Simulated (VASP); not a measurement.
# Ga (Pm-3m) in VASP: further runs

Runs on Ga. Level: PBEsol. Tasks: relaxation of cell and atoms.

Everything below comes from runs of VASP 6.6.1. Logs are shortened: lines on timing, memory, paths and dates and some standing lists are left out, and cuts for length are marked.

### Step 1. The cell of the first run

It takes space group Pm-3m (No. 221, cubic). The conventional cell has a = 2.566 Å, b = 2.566 Å, c = 2.566 Å, α = 90.00°, β = 90.00°, γ = 90.00°. Within 3.4 Å of Ga (site symmetry m-3m) lie 6 Ga at 2.57 Å.

### Step 2. Relaxation of cell and atoms, PBEsol, target pressure 8 GPa, at which the enthalpy is minimised

Contents of INCAR:

```
SYSTEM = Ga
ALGO = Normal
EDIFF = 1E-7
EDIFFG = -0.005
ENCUT = 600
GGA = PS
IBRION = 2
ISIF = 3
ISMEAR = -1
LASPH = .TRUE.
LCHARG = .FALSE.
LREAL = .FALSE.
LWAVE = .FALSE.
NELM = 60
NSW = 32
PREC = Accurate
PSTRESS = 80.0
SIGMA = 0.1
```

Contents of KPOINTS:

```
k-points
0
G
  14 14 14
  0 0 0
```

Contents of POSCAR:

```
Ga
1.0
    2.5660898314      0.0000000000      0.0000000000
    0.0000000000      2.5660898314      0.0000000000
    0.0000000000      0.0000000000      2.5660898314
Ga
1
Direct
    0.0000000000      0.0000000000      0.0000000000
```

Potentials or basis: VASP PAW PBE potentials, release 64 (Ga_d).

Started as:

```sh
> cat potpaw_PBE.64/Ga_d/POTCAR > POTCAR
> mpirun -np 1 vasp_std > vasp.out
```

OUTCAR:

```text
SYSTEM = Ga
   EDIFF = 1E-7
   EDIFFG = -0.005
   ENCUT = 600
   GGA = PS
   IBRION = 2
   ISIF = 3
   ISMEAR = -1
   LASPH = .TRUE.
   LREAL = .FALSE.
   NELM = 60
   NSW = 32
   PREC = Accurate
   PSTRESS = 80.0

 ion  position               nearest neighbor table
   1  0.000  0.000  0.000-

  LATTYP: Found a simple cubic cell.
 ALAT       =     2.5660898314

  Lattice vectors:

 A1 = (   2.5660898314,   0.0000000000,   0.0000000000)
 A2 = (   0.0000000000,   2.5660898314,   0.0000000000)
 A3 = (   0.0000000000,   0.0000000000,   2.5660898314)

Analysis of symmetry for initial positions (statically):
=====================================================================
 Subroutine PRICEL returns:
 Original cell was already a primitive cell.

 Routine SETGRP: Setting up the symmetry group for a
 simple cubic supercell.

 Subroutine GETGRP returns: Found 48 space group operations
 (whereof 48 operations were pure point group operations)
 out of a pool of 48 trial point group operations.

The static configuration has the point symmetry O_h .

Analysis of symmetry for dynamics (positions and initial velocities):
=====================================================================
 Subroutine PRICEL returns:
 Original cell was already a primitive cell.

 Routine SETGRP: Setting up the symmetry group for a
 simple cubic supercell.

 Subroutine GETGRP returns: Found 48 space group operations
 (whereof 48 operations were pure point group operations)
 out of a pool of 48 trial point group operations.

The dynamic configuration has the point symmetry O_h .

 Subroutine INISYM returns: Found 48 space group operations
 (whereof 48 operations are pure point group operations),
 and found     1 'primitive' translations

----------------------------------------------------------------------------------------

                                     Primitive cell

  volume of cell :      16.8972

  direct lattice vectors                    reciprocal lattice vectors
     2.566089831  0.000000000  0.000000000     0.389697971  0.000000000  0.000000000
     0.000000000  2.566089831  0.000000000     0.000000000  0.389697971  0.000000000
     0.000000000  0.000000000  2.566089831     0.000000000  0.000000000  0.389697971

  length of vectors
     2.566089831  2.566089831  2.566089831     0.389697971  0.389697971  0.389697971

  position of ions in fractional coordinates (direct lattice)
     0.000000000  0.000000000  0.000000000

  ion indices of the primitive-cell ions
   primitive index   ion index
                 1           1

----------------------------------------------------------------------------------------

 KPOINTS: k-points

Automatic generation of k-mesh.
 Grid dimensions read from file:
 generate k-points for:   14   14   14

 Generating k-lattice:

  Cartesian coordinates                     Fractional coordinates (reciprocal lattice)
     0.027835569  0.000000000  0.000000000     0.071428571  0.000000000  0.000000000
     0.000000000  0.027835569  0.000000000     0.000000000  0.071428571  0.000000000
     0.000000000  0.000000000  0.027835569     0.000000000  0.000000000  0.071428571

  Length of vectors
     0.027835569  0.027835569  0.027835569

  Shift w.r.t. Gamma in fractional coordinates (k-lattice)
     0.000000000  0.000000000  0.000000000

 Subroutine IBZKPT returns following result:
 ===========================================

 Found    120 irreducible k-points:

 Following reciprocal coordinates:
            Coordinates               Weight
  0.000000  0.000000  0.000000      1.000000
  0.071429  0.000000  0.000000      6.000000
  0.142857  0.000000  0.000000      6.000000
  0.214286  0.000000  0.000000      6.000000
[... 43 lines left out ...]
   IBRION =      2    ionic relax: 0-MD 1-quasi-New 2-CG
   NFREE  =      1    steps in history (QN), initial steepest desc. (CG)
   ISIF   =      3    stress and relaxation
   ISYM   =      2    0-nonsym 1-usesym 2-fastsym
   POTIM  = 0.5000    time-step for ionic-motion
   TEBEG  =    0.0;   TEEND  =   0.0 temperature during run
   PSTRESS=   80.0 pullay stress
   NELECT =      13.0000    total number of electrons
   NUPDOWN=      -1.0000    fix difference up-down
   EMIN   =  10.00;   EMAX   =-10.00  energy-range for DOS
   EFERMI =   0.00;   METHOD = LEGACY
   ISMEAR =    -1;   SIGMA  =   0.10  broadening in eV -4-tet -1-fermi 0-gaus
   EFERMI_NEDOS =   21; number of points for ismear=-14 and -15
   IALGO  =     38    algorithm
   IMIX   =      4    mixing-type and parameters
     AMIX     =   0.40;   BMIX     =  1.00
     AMIX_MAG =   1.60;   BMIX_MAG =  1.00
  volume/ion in A,a.u.               =      16.90       114.03
  Fermi-wavevector in a.u.,A,eV,Ry     =   1.500090  2.834760 30.616798  2.250271
  Thomas-Fermi vector in A             =   2.611636
   LORBIT       =      0    0 simple, 1 ext, 2 COOP (PROOUT), +10 PAW based schemes
   GGA     = PS    functional components
   LHFCALC =     F    Hartree Fock is set to
   AEXX    =    0.0000 exact exchange contribution
   IVDW    =     0    specifies the selected vdW correction
   LEPSILON=     F    determine dielectric tensor
   LRPA    =     F    only Hartree local field effects (RPA)
 conjugate gradient relaxation of ions
 non-spin polarized calculation
  energy-cutoff  :      600.00
  volume of cell :       16.90
 maximum number of plane-waves:       587
 NGX is ok and might be reduce to    24
   NGX = 11   NGY = 11   NGZ = 11

--------------------------------------- Ionic step        1  -------------------------------------------

 number of electron      13.0000011 magnetization

 Free energy of the ion-electron system (eV)
  ---------------------------------------------------
  ext. energy  EPLUGINS =         0.00000000
  ---------------------------------------------------
  free energy    TOTEN  =        -3.23480127 eV

  energy without entropy =       -3.22252188  energy(sigma->0) =       -3.22866158

------------------------ aborting loop because EDIFF is reached ----------------------------------------

  FORCE on cell =-STRESS in cart. coord.  units (eV):
  Direction    XX          YY          ZZ          XY          YZ          ZX
  --------------------------------------------------------------------------------------
  -------------------------------------------------------------------------------------
  Total        0.8511103      0.8511103      0.8511103     -0.0000000      0.0000000     -0.0000000
  in kB       80.7013582     80.7013582     80.7013582     -0.0000000      0.0000000     -0.0000000
  external PRESSURE =       0.7013582 kB  Pullay stress =      80.0000000 kB

 VOLUME and BASIS-vectors are now :
 -----------------------------------------------------------------------------
  energy-cutoff  :      600.00
  volume of cell :       16.90
      direct lattice vectors                 reciprocal lattice vectors
     2.566089831  0.000000000  0.000000000     0.389697971  0.000000000  0.000000000
     0.000000000  2.566089831  0.000000000     0.000000000  0.389697971  0.000000000
     0.000000000  0.000000000  2.566089831     0.000000000  0.000000000  0.389697971

 POSITION                                       TOTAL-FORCE (eV/Angst)
 -----------------------------------------------------------------------------------
      0.00000      0.00000      0.00000         0.000000      0.000000      0.000000
 -----------------------------------------------------------------------------------
    total drift:                                0.000000     -0.000000      0.000000

  FREE ENERGIE OF THE ION-ELECTRON SYSTEM (eV)
  ---------------------------------------------------
  free  energy   TOTEN  =        -3.2348012726 eV

  energy  without entropy=       -3.2225218781  energy(sigma->0) =       -3.22866158

  enthalpy is  TOTEN    =        -2.3910878240 eV   P V=        0.8437134486

--------------------------------------- Ionic step        2  -------------------------------------------

 number of electron      13.0000011 magnetization

 Free energy of the ion-electron system (eV)
  ---------------------------------------------------
  ext. energy  EPLUGINS =         0.00000000
  ---------------------------------------------------
  free energy    TOTEN  =        -3.23570767 eV

  energy without entropy =       -3.22341126  energy(sigma->0) =       -3.22955947

 E-fermi :   6.1239     XC(G=0): -11.6394

 val. band max:        6.1238123248   @ k =   0.4286   0.3571   0.2143
 cond. band min:       6.2197756323   @ k =   0.3571   0.2857   0.0714
 fundamental gap:      0.0959633076
 Fermi energy:         6.1238881249

 k-point     1 :       0.0000    0.0000    0.0000
  band No.  band energies     occupation
      1      -9.1987      2.00000
      2      -9.1987      2.00000
      3      -8.4302      2.00000
      4      -8.4302      2.00000
      5      -8.4302      2.00000
      6      -5.6623      2.00000
      7      16.2970      0.00000
      8      16.2970      0.00000
      9      16.2970      0.00000
     10      19.2129      0.00000
[... 287 lines left out ...]
 k-point    24 :       0.3571    0.2143    0.0000
  band No.  band energies     occupation
      1      -9.0372      2.00000
      2      -8.7548      2.00000
      3      -8.6771      2.00000
      4      -8.5922      2.00000
      5      -8.4944      2.00000
      6      -1.6021      2.00000
      7       5.4294      1.99807
      8      12.1148      0.00000
      9      19.1503      0.00000
     10      20.3208      0.00000

 [... further k-points ...]
[... 5 lines left out ...]
  --------------------------------------------------------------------------------------
  -------------------------------------------------------------------------------------
  Total        0.8398232      0.8398232      0.8398232      0.0000000      0.0000000     -0.0000000
  in kB       79.5459491     79.5459491     79.5459491      0.0000000      0.0000000     -0.0000000
  external PRESSURE =      -0.4540509 kB  Pullay stress =      80.0000000 kB

 VOLUME and BASIS-vectors are now :
 -----------------------------------------------------------------------------
  energy-cutoff  :      600.00
  volume of cell :       16.92
      direct lattice vectors                 reciprocal lattice vectors
     2.567005520 -0.000000000 -0.000000000     0.389558960  0.000000000 -0.000000000
    -0.000000000  2.567005520 -0.000000000     0.000000000  0.389558960 -0.000000000
     0.000000000  0.000000000  2.567005520     0.000000000  0.000000000  0.389558960

 POSITION                                       TOTAL-FORCE (eV/Angst)
 -----------------------------------------------------------------------------------
      0.00000      0.00000      0.00000         0.000000      0.000000      0.000000
 -----------------------------------------------------------------------------------
    total drift:                                0.000000     -0.000000      0.000000

  FREE ENERGIE OF THE ION-ELECTRON SYSTEM (eV)
  ---------------------------------------------------
  free  energy   TOTEN  =        -3.2357076737 eV

  energy  without entropy=       -3.2234112614  energy(sigma->0) =       -3.22955947

  enthalpy is  TOTEN    =        -2.3910906854 eV   P V=        0.8446169883

 reached required accuracy - stopping structural energy minimisation
```

Run time: 34 s. Hardware: 1 thread of Intel Xeon 8259CL, shared host; peak memory 0.16 GiB.

What came out:

```yaml
Free_energy: -3.2357 eV
Relaxed_volume: 16.92 Å³/atom
Relaxed_cell: a = 2.567 Å, b = 2.567 Å, c = 2.567 Å, α = 90.00°, β = 90.00°, γ = 90.00°
Space_group_after_relaxing_to_0.05_Å: Pm-3m (No. 221)
Energy_change_on_relaxing_the_enthalpy_is_what_falls: -0.9 meV/atom
Ionic_steps: 2
Pressure_after_relaxing: 8.0 GPa
```

Step by step:
| step | energy change (eV) | largest force (eV/Å) | pressure (GPa) | volume (Å³) |
| --- | --- | --- | --- | --- |
| 1 | 0.0000 | 0.0000 | 8.07 | 16.90 |
| 2 | -0.0009 | 0.0000 | 7.95 | 16.92 |

Final structure:
```
Ga
1.0
     2.56701    0.00000    0.00000
     0.00000    2.56701    0.00000
     0.00000    0.00000    2.56701
Ga
1
Direct
  0.00000 0.00000 0.00000
```

Levels at points of the mesh, in eV from the Fermi level:
```tsv
k point	band 2	band 3	band 4	band 5	band 6	band 7	band 8	band 9	band 10
(0.00, 0.00, 0.00)	-15.32	-14.55	-14.55	-14.55	-11.79	10.17	10.17	10.17	13.09
(0.50, 0.00, 0.00)	-14.89	-14.77	-14.77	-14.54	-6.44	-4.94	14.39	14.39	17.45
(0.50, 0.50, 0.00)	-15.05	-14.73	-14.73	-14.36	-0.89	-0.89	-0.89	4.23	18.91
(0.50, 0.50, 0.50)	-15.08	-15.08	-14.35	-14.35	3.03	3.03	3.03	6.03	8.77
```

Caveat: the cell is relaxed towards a set pressure, so the enthalpy falls and the energy may rise; the PAW data sets were made with another functional, which shifts forces and pressure a little.

### Step 3. Relaxation of cell and atoms, PBEsol, target pressure 8 GPa, at which the enthalpy is minimised

This run uses another cell than the first one, of 17.26 Å³/atom, 1.022 times its volume.

Contents of INCAR:

```
ALGO = Normal ; EDIFF = 1E-6
EDIFFG = -0.005 ; ENCUT = 600
GGA = PS ; IBRION = 2
ISIF = 3 ; ISMEAR = -1
LASPH = True ; LCHARG = False
LREAL = False ; LWAVE = False
NELM = 60 ; NSW = 60
PREC = Accurate ; PSTRESS = 80.0
SIGMA = 0.1
```

Contents of KPOINTS:

```
k-points
0
Gamma
  14 14 14
```

Contents of POSCAR:

```
Ga
1.0
    2.5844206057      0.0000000000      0.0000000000
    0.0000000000      2.5844206057      0.0000000000
    0.0000000000      0.0000000000      2.5844206057
Ga
1
Direct
    0.0000000000      0.0000000000      0.0000000000
```

Potentials or basis: VASP PAW PBE potentials, release 64 (Ga_d).

Started as:

```sh
> cat potpaw_PBE.64/Ga_d/POTCAR > POTCAR
> mpirun -np 1 vasp_std > vasp.out
```

It took 85 s on 1 thread of Intel Xeon 8259CL, shared host; peak memory 0.16 GiB.

Results (log left out):

| Item | Value |
| --- | --- |
| Free energy | -3.2358 eV |
| Relaxed volume | 16.91 Å³/atom |
| Relaxed cell | a = 2.567 Å, b = 2.567 Å, c = 2.567 Å, α = 90.00°, β = 90.00°, γ = 90.00° |
| Space group after relaxing (to 0.05 Å) | Pm-3m (No. 221) |
| Energy change on relaxing (the enthalpy is what falls) | +15.2 meV/atom |
| Ionic steps | 7 |
| Pressure after relaxing | 8.0 GPa |

Step by step:
| step | energy change (eV) | largest force (eV/Å) | pressure (GPa) | volume (Å³) |
| --- | --- | --- | --- | --- |
| 1 | 0.0000 | 0.0000 | 6.09 | 17.26 |
| 2 | 0.0238 | 0.0000 | 8.81 | 16.75 |
| 3 | 0.0154 | 0.0000 | 7.77 | 16.91 |
| 4 | 0.0172 | 0.0000 | 8.24 | 16.88 |
| 5 | 0.0163 | 0.0000 | 8.07 | 16.89 |
| 6 | 0.0159 | 0.0000 | 8.06 | 16.90 |
| 7 | 0.0152 | 0.0000 | 7.96 | 16.91 |

Final structure:
```
Ga
1.0
     2.56698    0.00000    0.00000
     0.00000    2.56698    0.00000
     0.00000    0.00000    2.56698
Ga
1
Cartesian
  2.5670 2.5670 2.5670
```

Levels at points of the mesh, in eV from the Fermi level:
| k point | band 2 | band 3 | band 4 | band 5 | band 6 | band 7 | band 8 | band 9 | band 10 |
| --- | --- | --- | --- | --- | --- | --- | --- | --- | --- |
| (0.00, 0.00, 0.00) | -15.32 | -14.55 | -14.55 | -14.55 | -11.79 | 10.17 | 10.17 | 10.17 | 13.09 |
| (0.50, 0.00, 0.00) | -14.89 | -14.77 | -14.77 | -14.54 | -6.44 | -4.94 | 14.39 | 14.39 | 17.45 |
| (0.50, 0.50, 0.00) | -15.05 | -14.73 | -14.73 | -14.36 | -0.89 | -0.89 | -0.89 | 4.23 | 18.91 |
| (0.50, 0.50, 0.50) | -15.08 | -15.08 | -14.35 | -14.35 | 3.03 | 3.03 | 3.03 | 6.03 | 8.77 |

Caveat: the cell is relaxed towards a set pressure, so the enthalpy falls and the energy may rise; the PAW data sets were made with another functional, which shifts forces and pressure a little.
